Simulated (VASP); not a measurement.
Write the native input for VASP 6.6.1 that does the following.

```yaml
Task: single point
Functional: PBE
Potentials_or_basis: VASP PAW PBE potentials, release 64 (Li_sv, B)
Cutoff: 520 eV
k_mesh: 6 × 6 × 6
Occupations: gaussian, width 0.1 eV
Spin: no spin polarisation
Dipole_correction: no
Further_INCAR_settings: ALGO = Fast; EDIFF = 1e-07; NBANDS = 12
```

The structure of Li2B lies in POSCAR:

```
Li2B
1.0
    3.0928645900      0.0000000000      0.0000000000
   -1.5464323000      2.6784993100      0.0000000000
    0.0000000000      0.0000000000      3.3478615100
Li B
2 1
Direct
    0.3333333300      0.6666666700      0.5000000000
    0.6666666700      0.3333333300      0.5000000000
    0.0000000000      0.0000000000      0.0000000000
```

The input as run:

INCAR

```
SYSTEM = Li2B
PREC = Accurate
ENCUT = 520
EDIFF = 1E-7
ISMEAR = 0
SIGMA = 0.1
LREAL = .FALSE.
LASPH = .TRUE.
NELM = 80
ALGO = Fast
ISIF = 2
LWAVE = .FALSE.
LCHARG = .TRUE.
GGA = PE
LELF = .TRUE.
LVHAR = .TRUE.
NBANDS = 12
```

KPOINTS

```
Automatic mesh
0
G
  6 6 6
  0 0 0
```

Potentials or basis: VASP PAW PBE potentials, release 64 (Li_sv, B).

The run is started by

```sh
$ cat potpaw_PBE.64/Li_sv/POTCAR potpaw_PBE.64/B/POTCAR > POTCAR
$ mpirun -np 1 vasp_std > vasp.out
```

It took 11 s on 1 thread of Intel(R) Xeon(R) Platinum 8488C (Sapphire Rapids) (shared host), peak memory 0.13 GiB.
